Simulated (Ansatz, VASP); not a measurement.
**One calculation of Mo, two programs**

The input INCAR:

```
SYSTEM = Mo
ALGO = Normal
EDIFF = 1E-7
EDIFFG = -0.005
ENCUT = 600
GGA = PE
IBRION = 2
ISIF = 3
ISMEAR = -1
LASPH = .True.
LCHARG = .False.
LREAL = .False.
LWAVE = .False.
NELM = 100
NSW = 100
PREC = Accurate
SIGMA = 0.05
```

The input KPOINTS:

```
k-points
0
Gamma
  15 15 15
  0 0 0
```

POSCAR

```
Mo
1.0
   -1.5734150000      1.5734150000      1.5734150000
    1.5734150000     -1.5734150000      1.5734150000
    1.5734150000      1.5734150000     -1.5734150000
Mo
1
Direct
    0.0000000000      0.0000000000      0.0000000000
```

Input for Ansatz:

```yaml
crystal:
  lattice:
    - [-1.573415, 1.573415, 1.573415]
    - [1.573415, -1.573415, 1.573415]
    - [1.573415, 1.573415, -1.573415]
  atoms:
    - { symbol: Mo, position: [0.0, 0.0, 0.0] }
kpoints:
  mp_grid: { grid: [15, 15, 15] }
scf:
  occupations: { method: fermi_dirac, width: 0.05 }
hamiltonian:
  xc: pbe
  pseudopotentials: { kind: paw }
output:
  forces: true
  stress: true
  efg: { contact_densities: true }
  write_density: true
  write_potential: true
  elf: true
  volumetric_format: npy
relax:
  f_tol: 0.005
  max_steps: 80
  cell: {}
```

Alike in both runs: task relaxation of cell and atoms; functional PBE; k mesh 15 × 15 × 15; occupations fermi-dirac, width 0.05 eV; no spin polarisation.

|  | VASP | Ansatz |
| --- | --- | --- |
| version | VASP 6.6.1 | Ansatz 0.2.0 |
| potentials or method | VASP PAW PBE potentials, release 64 (Mo_sv) | PAW with Ansatz's default frozen-core files, scalar-relativistic |
| plane-wave cutoff (eV) | 600 | 420 |
| valence electrons in the cell | 14 | 14 |

```csv
,VASP,Ansatz,Ansatz less VASP
relaxed volume (Å³/atom),15.83,15.80,-0.023
relaxed cell length with the largest relative difference (Å),2.739,2.738,-0.0013
```
